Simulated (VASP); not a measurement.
# Bi6O (R3) in VASP: single point with PBE

Aim: the single point of Bi6O with PBE.

Program: VASP 6.6.1. These are calculated values, not measurements. Logs are shortened: lines on timing, memory, paths and dates and some standing lists are left out, and cuts for length are marked.

## Step 1: The cell of the first run

It takes space group R3 (No. 146, trigonal). Conventional cell: a = 6.397 Å, b = 6.397 Å, c = 17.837 Å, α = 90.00°, β = 90.00°, γ = 120.00°. Bi (site symmetry 1) has 10 Bi at 3.30 to 3.95 Å and 3 O at 3.67 to 4.43 Å within 4.5 Å. Bi (site symmetry 1) has 1 O at 2.29 Å within 3.0 Å. Within 3.0 Å of O (site symmetry 3) lie 3 Bi at 2.29 Å.

## Step 2: Single point, PBE

Contents of INCAR:

```
SYSTEM = Bi6O
ALGO = Normal
EDIFF = 1E-6
ENCUT = 520
GGA = PE
ISIF = 2
ISMEAR = 0
LASPH = .TRUE.
LCHARG = .FALSE.
LREAL = .FALSE.
LWAVE = .FALSE.
NBANDS = 57
NELM = 80
PREC = Accurate
SIGMA = 0.1
```

Contents of KPOINTS:

```
k-points
0
G
  6 6 6
  0 0 0
```

Contents of POSCAR:

```
Bi6O
1.0
    3.1986386992      1.8467349140      5.9456820856
   -3.1986386992      1.8467349140      5.9456820856
    0.0000000000     -3.6934698280      5.9456820856
Bi O
6 1
Direct
    0.6687593072      0.0933805999      0.5174092312
    0.0933805999      0.5174092312      0.6687593072
    0.5174092312      0.6687593072      0.0933805999
    0.5762758040      0.2697871347      0.9199827657
    0.9199827657      0.5762758040      0.2697871347
    0.2697871347      0.9199827657      0.5762758040
    0.9547664733      0.9547664733      0.9547664733
```

Potentials or basis: VASP PAW PBE potentials, release 64 (Bi_d, O).

The run is started by

```sh
$ cat potpaw_PBE.64/Bi_d/POTCAR potpaw_PBE.64/O/POTCAR > POTCAR
$ mpirun -np 1 vasp_std > vasp.out
```

OUTCAR:

```text
SYSTEM = Bi6O
   EDIFF = 1E-6
   ENCUT = 520
   GGA = PE
   ISIF = 2
   ISMEAR = 0
   LASPH = .TRUE.
   LREAL = .FALSE.
   NELM = 80
   PREC = Accurate

 ion  position               nearest neighbor table
   1  0.669  0.093  0.517-   4 3.30   3 3.30   2 3.30   3 3.31   2 3.31   6 3.39   5 3.75   6 3.85

   2  0.093  0.517  0.669-   6 3.30   3 3.30   1 3.30   3 3.31   1 3.31   5 3.39   4 3.75   5 3.85

   3  0.517  0.669  0.093-   5 3.30   2 3.30   1 3.30   1 3.31   2 3.31   4 3.39   6 3.75   4 3.85

   4  0.576  0.270  0.920-   7 2.29   1 3.30   3 3.39   5 3.60   6 3.60   6 3.64   5 3.64   2 3.75
                             5 3.84   6 3.84   3 3.85
   5  0.920  0.576  0.270-   7 2.29   3 3.30   2 3.39   4 3.60   6 3.60   4 3.64   6 3.64   1 3.75
                             6 3.84   4 3.84   2 3.85
   6  0.270  0.920  0.576-   7 2.29   2 3.30   1 3.39   4 3.60   5 3.60   4 3.64   5 3.64   3 3.75
                             5 3.84   4 3.84   1 3.85
   7  0.955  0.955  0.955-   5 2.29   6 2.29   4 2.29

  LATTYP: Found a trigonal (rhomboedric) cell.
 ALAT       =     6.9994896124
 COS(alpha) =     0.5823354421

  Lattice vectors:

 A1 = (   3.1986386992,   1.8467349140,   5.9456820856)
 A2 = (  -3.1986386992,   1.8467349140,   5.9456820856)
 A3 = (   0.0000000000,  -3.6934698280,   5.9456820856)

Analysis of symmetry for initial positions (statically):
=====================================================================
 Subroutine PRICEL returns:
 Original cell was already a primitive cell.

 Routine SETGRP: Setting up the symmetry group for a
 trigonal (rhombohedral) supercell.

 Subroutine GETGRP returns: Found  3 space group operations
 (whereof  3 operations were pure point group operations)
 out of a pool of 12 trial point group operations.

The static configuration has the point symmetry C_3 .

Analysis of symmetry for dynamics (positions and initial velocities):
=====================================================================
 Subroutine PRICEL returns:
 Original cell was already a primitive cell.

 Routine SETGRP: Setting up the symmetry group for a
 trigonal (rhombohedral) supercell.

 Subroutine GETGRP returns: Found  3 space group operations
 (whereof  3 operations were pure point group operations)
 out of a pool of 12 trial point group operations.

The dynamic configuration has the point symmetry C_3 .

 Subroutine INISYM returns: Found  3 space group operations
 (whereof  3 operations are pure point group operations),
 and found     1 'primitive' translations

----------------------------------------------------------------------------------------

                                     Primitive cell

  volume of cell :     210.7282

  direct lattice vectors                    reciprocal lattice vectors
     3.198638699  1.846734914  5.945682086     0.156316498  0.090249372  0.056063094
    -3.198638699  1.846734914  5.945682086    -0.156316498  0.090249372  0.056063094
     0.000000000 -3.693469828  5.945682086     0.000000000 -0.180498744  0.056063094

  length of vectors
     6.999489612  6.999489612  6.999489612     0.189004940  0.189004940  0.189004940

  position of ions in fractional coordinates (direct lattice)
     0.668759307  0.093380600  0.517409231
     0.093380600  0.517409231  0.668759307
     0.517409231  0.668759307  0.093380600
     0.576275804  0.269787135  0.919982766
     0.919982766  0.576275804  0.269787135
     0.269787135  0.919982766  0.576275804
     0.954766473  0.954766473  0.954766473

  ion indices of the primitive-cell ions
   primitive index   ion index
                 1           1
                 2           2
                 3           3
                 4           4
                 5           5
                 6           6
                 7           7

----------------------------------------------------------------------------------------

 KPOINTS: k-points

Automatic generation of k-mesh.
 Grid dimensions read from file:
 generate k-points for:    6    6    6

 Generating k-lattice:

  Cartesian coordinates                     Fractional coordinates (reciprocal lattice)
     0.026052750  0.015041562  0.009343849     0.166666667 -0.000000000 -0.000000000
    -0.026052750  0.015041562  0.009343849    -0.000000000  0.166666667 -0.000000000
     0.000000000 -0.030083124  0.009343849    -0.000000000 -0.000000000  0.166666667

  Length of vectors
     0.031500823  0.031500823  0.031500823

  Shift w.r.t. Gamma in fractional coordinates (k-lattice)
     0.000000000  0.000000000  0.000000000

 Subroutine IBZKPT returns following result:
 ===========================================

 Found     40 irreducible k-points:

 Following reciprocal coordinates:
            Coordinates               Weight
  0.000000  0.000000  0.000000      1.000000
  0.166667 -0.000000 -0.000000      6.000000
  0.333333 -0.000000 -0.000000      6.000000
  0.500000 -0.000000 -0.000000      3.000000
  0.166667  0.166667 -0.000000      6.000000
  0.333333  0.166667 -0.000000      6.000000
[... 16 lines left out ...]
  0.333333  0.333333  0.166667      6.000000
  0.500000  0.333333  0.166667      6.000000
 [... further k-points ...]
   k-points           NKPTS =     40   k-points in BZ     NKDIM =     40   number of bands    NBANDS=     57
   number of dos      NEDOS =    301   number of ions     NIONS =      7
   total plane-waves  NPLWV = 157464
   dimension x,y,z NGX =    54 NGY =   54 NGZ =   54
   dimension x,y,z NGXF=   108 NGYF=  108 NGZF=  108
   ions per type =               6   1
   NGX,Y,Z   is equivalent  to a cutoff of  12.83, 12.83, 12.83 a.u.
   NGXF,Y,Z  is equivalent  to a cutoff of  25.65, 25.65, 25.65 a.u.
 SYSTEM =  Bi6O
   PREC   = accura    normal or accurate (medium, high low for compatibility)
   ISTART =      0    job   : 0-new  1-cont  2-samecut
   ICHARG =      2    charge: 1-file 2-atom 10-const
   ISPIN  =      1    spin polarized calculation?
   LNONCOLLINEAR =      F non collinear calculations
   LSORBIT =      F    spin-orbit coupling
   LASPH  =      T    aspherical Exc in radial PAW
   ENCUT  =  520.0 eV  38.22 Ry    6.18 a.u.  13.01 13.01 13.01*2*pi/ulx,y,z
   NELM   =     80;   NELMIN=  2; NELMDL= -5     # of ELM steps
   EDIFF  = 0.1E-05   stopping-criterion for ELM
   LREAL  =      F    real-space projection
   EDIFFG = 0.1E-04   stopping-criterion for IOM
   NSW    =      0    number of steps for IOM
   IBRION =     -1    ionic relax: 0-MD 1-quasi-New 2-CG
   NFREE  =      0    steps in history (QN), initial steepest desc. (CG)
   ISIF   =      2    stress and relaxation
   ISYM   =      2    0-nonsym 1-usesym 2-fastsym
   POTIM  = 0.5000    time-step for ionic-motion
   TEBEG  =    0.0;   TEEND  =   0.0 temperature during run
   PSTRESS=    0.0 pullay stress
   NELECT =      96.0000    total number of electrons
   NUPDOWN=      -1.0000    fix difference up-down
   EMIN   =  10.00;   EMAX   =-10.00  energy-range for DOS
   EFERMI =   0.00;   METHOD = LEGACY
   ISMEAR =     0;   SIGMA  =   0.10  broadening in eV -4-tet -1-fermi 0-gaus
   EFERMI_NEDOS =   21; number of points for ismear=-14 and -15
   IALGO  =     38    algorithm
   IMIX   =      4    mixing-type and parameters
     AMIX     =   0.40;   BMIX     =  1.00
     AMIX_MAG =   1.60;   BMIX_MAG =  1.00
  volume/ion in A,a.u.               =      30.10       203.15
  Fermi-wavevector in a.u.,A,eV,Ry     =   1.259673  2.380436 21.589385  1.586775
  Thomas-Fermi vector in A             =   2.393221
   LORBIT       =      0    0 simple, 1 ext, 2 COOP (PROOUT), +10 PAW based schemes
   GGA     = PE    functional components
   LHFCALC =     F    Hartree Fock is set to
   AEXX    =    0.0000 exact exchange contribution
   IVDW    =     0    specifies the selected vdW correction
   LEPSILON=     F    determine dielectric tensor
   LRPA    =     F    only Hartree local field effects (RPA)
 non-spin polarized calculation
 Gauss-broadening in eV      SIGMA  =   0.10
  energy-cutoff  :      520.00
  volume of cell :      210.73
 maximum number of plane-waves:      5728
 NGX is ok and might be reduce to    54
   NGX = 25   NGY = 25   NGZ = 25

 number of electron      96.0000002 magnetization

 Free energy of the ion-electron system (eV)
  ---------------------------------------------------
  ext. energy  EPLUGINS =         0.00000000
  ---------------------------------------------------
  free energy    TOTEN  =       -29.01316243 eV

  energy without entropy =      -28.99808879  energy(sigma->0) =      -29.00562561

 E-fermi :   6.8473     XC(G=0):  -9.8360

 val. band max:        6.8378072636   @ k =  -0.3333   0.3333   0.3333
 cond. band min:       6.8729678370   @ k =   0.5000   0.3333  -0.0000
 fundamental gap:      0.0351605734
 Fermi energy:         6.8473018118

 k-point     1 :       0.0000    0.0000    0.0000
  band No.  band energies     occupation
      1     -16.4266      2.00000
      2     -16.3203      2.00000
      3     -16.3203      2.00000
      4     -16.3027      2.00000
      5     -16.2875      2.00000
      6     -16.2875      2.00000
[... 49 lines left out ...]
     56      10.9570      0.00000
     57      11.4410      0.00000

 k-point     2 :       0.1667   -0.0000   -0.0000
  band No.  band energies     occupation
      1     -16.4329      2.00000
      2     -16.3208      2.00000
      3     -16.3176      2.00000
      4     -16.3006      2.00000
      5     -16.2955      2.00000
      6     -16.2875      2.00000
[... 49 lines left out ...]
     56      10.6240      0.00000
     57      11.0314      0.00000

 k-point     3 :       0.3333   -0.0000   -0.0000
  band No.  band energies     occupation
      1     -16.4459      2.00000
      2     -16.3203      2.00000
      3     -16.3140      2.00000
      4     -16.3058      2.00000
      5     -16.2991      2.00000
      6     -16.2897      2.00000
[... 1194 lines left out ...]
      1     -16.4338      2.00000
      2     -16.3209      2.00000
      3     -16.3172      2.00000
      4     -16.3003      2.00000
      5     -16.2924      2.00000
      6     -16.2878      2.00000
[... 49 lines left out ...]
     56      10.1495      0.00000
     57      10.7625      0.00000

 k-point    24 :       0.5000    0.3333    0.1667
  band No.  band energies     occupation
      1     -16.4428      2.00000
      2     -16.3221      2.00000
      3     -16.3158      2.00000
      4     -16.2992      2.00000
      5     -16.2979      2.00000
      6     -16.2936      2.00000
[... 49 lines left out ...]
     56       9.9744      0.00000
     57      10.2339      0.00000

 [... further k-points ...]
[... 5 lines left out ...]
  --------------------------------------------------------------------------------------
  -------------------------------------------------------------------------------------
  Total       -0.0497600     -0.0497600     -0.0804289     -0.0000003      0.0000000      0.0000000
  in kB       -0.3783275     -0.3783275     -0.6115049     -0.0000020      0.0000000      0.0000000
  external PRESSURE =      -0.4560533 kB  Pullay stress =       0.0000000 kB

 VOLUME and BASIS-vectors are now :
 -----------------------------------------------------------------------------
  energy-cutoff  :      520.00
  volume of cell :      210.73
      direct lattice vectors                 reciprocal lattice vectors
     3.198638699  1.846734914  5.945682086     0.156316498  0.090249372  0.056063094
    -3.198638699  1.846734914  5.945682086    -0.156316498  0.090249372  0.056063094
     0.000000000 -3.693469828  5.945682086     0.000000000 -0.180498744  0.056063094

 POSITION                                       TOTAL-FORCE (eV/Angst)
 -----------------------------------------------------------------------------------
      1.84043     -0.50357      7.60779        -0.000670     -0.001933     -0.001579
     -1.35631     -1.34208      7.60779        -0.001338      0.001547     -0.001579
     -0.48411      1.84564      7.60779         0.002009      0.000386     -0.001579
      0.98035     -1.83547     10.50035        -0.019264     -0.000674     -0.002825
      1.09939      1.76674     10.50035         0.010216     -0.016346     -0.002825
     -2.07974      0.06873     10.50035         0.009048      0.017021     -0.002825
      0.00000      0.00000     17.03021         0.000000     -0.000000      0.013211
 -----------------------------------------------------------------------------------
    total drift:                               -0.000000     -0.000000      0.000871

  FREE ENERGIE OF THE ION-ELECTRON SYSTEM (eV)
  ---------------------------------------------------
  free  energy   TOTEN  =       -29.0131624346 eV

  energy  without entropy=      -28.9980887934  energy(sigma->0) =      -29.00562561
```

Run time: 13 min. Hardware: 1 thread of AMD EPYC 7R13 (Zen 3), shared host; peak memory 0.58 GiB.

Results:

```yaml
Free_energy: -29.0132 eV
Pressure: 0.0 GPa
Largest_force: 0.019 eV/Å
Band_gap_on_the_k_mesh: zero (bands 48 and 49 overlap by 1.29 eV)
```

Forces on the atoms (eV/Å):
```
Bi  -0.001 -0.002 -0.002
Bi  -0.001  0.002 -0.002
Bi   0.002  0.000 -0.002
Bi  -0.019 -0.001 -0.003
Bi   0.010 -0.016 -0.003
Bi   0.009  0.017 -0.003
O    0.000  0.000  0.013
```

Levels at points of the mesh, in eV from the Fermi level:
```csv
k point,band 44,band 45,band 46,band 47,band 48,band 49,band 50,band 51,band 52,band 53
"(0.00, 0.00, 0.00)",-2.99,-2.71,-1.15,-1.15,0.95,1.00,1.58,1.58,2.18,2.18
"(0.50, 0.00, 0.00)",-1.99,-1.45,-1.01,-0.87,-0.39,0.32,0.68,1.00,1.58,2.30
"(0.50, 0.50, 0.00)",-2.21,-1.50,-1.21,-1.02,-0.73,0.04,0.16,0.89,1.14,1.69
"(0.50, 0.50, 0.50)",-2.43,-1.51,-1.51,-1.24,-0.56,0.25,0.47,0.47,1.72,1.72
```

Caveat: spin-orbit coupling is left out, which moves the levels of the heavy elements.

The gap in the log of VASP goes by the Fermi energy; the results here count the filled bands.